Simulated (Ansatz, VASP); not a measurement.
**Ir in VASP and in Ansatz**

File POSCAR:

```
Ir
1.0
    0.0000000000      1.9156000000      1.9156000000
    1.9156000000      0.0000000000      1.9156000000
    1.9156000000      1.9156000000      0.0000000000
Ir
1
Direct
    0.0000000000      0.0000000000      0.0000000000
```

File INCAR.step1:

```
PREC     = Accurate       # precision mode
ENCUT    = 620            # plane-wave cutoff, eV
ISMEAR   = 0              # smearing method
SIGMA    = 0.1            # smearing width, eV
LREAL    = F              # projectors in reciprocal space
LASPH    = T              # aspherical terms in the spheres
NELM     = 120            # most SCF steps
NBANDS   = 14             # bands
GGA      = PE             # functional
ALGO     = Normal         # electronic algorithm
EDIFF    = 1E-5           # SCF threshold, eV
LWAVE    = T              # write WAVECAR
LCHARG   = F              # write CHGCAR
GGA_COMPAT= F
```

Contents of INCAR.step2:

```
PREC     = Accurate       # precision mode
ENCUT    = 620            # plane-wave cutoff, eV
EDIFF    = 1E-6           # SCF threshold, eV
ISMEAR   = 0              # smearing method
SIGMA    = 0.1            # smearing width, eV
LREAL    = F              # projectors in reciprocal space
LASPH    = T              # aspherical terms in the spheres
NELM     = 120            # most SCF steps
ALGO     = Normal         # electronic algorithm
ISIF     = 2              # what is computed and relaxed
LWAVE    = F              # write WAVECAR
LCHARG   = F              # write CHGCAR
METAGGA  = R2SCAN         # meta-GGA
LMIXTAU  = T            
NBANDS   = 14             # bands
ISTART   = 1            
GGA_COMPAT= F
```

The input KPOINTS:

```
Automatic mesh
0
Gamma
  8 8 8
```

Input for Ansatz:

```yaml
crystal:
  lattice:
    - [0.0, 1.9156, 1.9156]
    - [1.9156, 0.0, 1.9156]
    - [1.9156, 1.9156, 0.0]
  atoms:
    - { symbol: Ir, position: [0.0, 0.0, 0.0] }
basis:
  ecutwfc: 500
kpoints:
  mp_grid: { grid: [8, 8, 8] }
hamiltonian:
  xc: r2scan
scf:
  occupations: { method: gaussian, width: 0.1 }
output:
  forces: true
  stress: true
  eigenvalues: true
```

Alike in both runs: task single point; functional r2SCAN; k mesh 8 × 8 × 8; occupations gaussian, width 0.1 eV; no spin polarisation.

|  | VASP | Ansatz |
| --- | --- | --- |
| version | VASP 6.6.1 | Ansatz 0.2.0 |
| potentials or method | VASP PAW PBE potentials, release 64 (Ir_sv_GW), cutoff 620 eV | scalar-relativistic, plane waves, PAW |
| valence electrons in the cell | 17 | 17 |

VASP gave:

```
gap on the k mesh at the Fermi level (eV) : none
pressure (GPa)                            : 4.4
```

Q: What did Ansatz give for the same quantities?

A: gap on the k mesh at the Fermi level (eV): none; pressure (GPa): 5.4.

VASP's potentials were made for PBE, not for r2SCAN. A gap of «none» marks a metal or a gap that the smearing closes.

Neither program's run includes spin-orbit coupling.
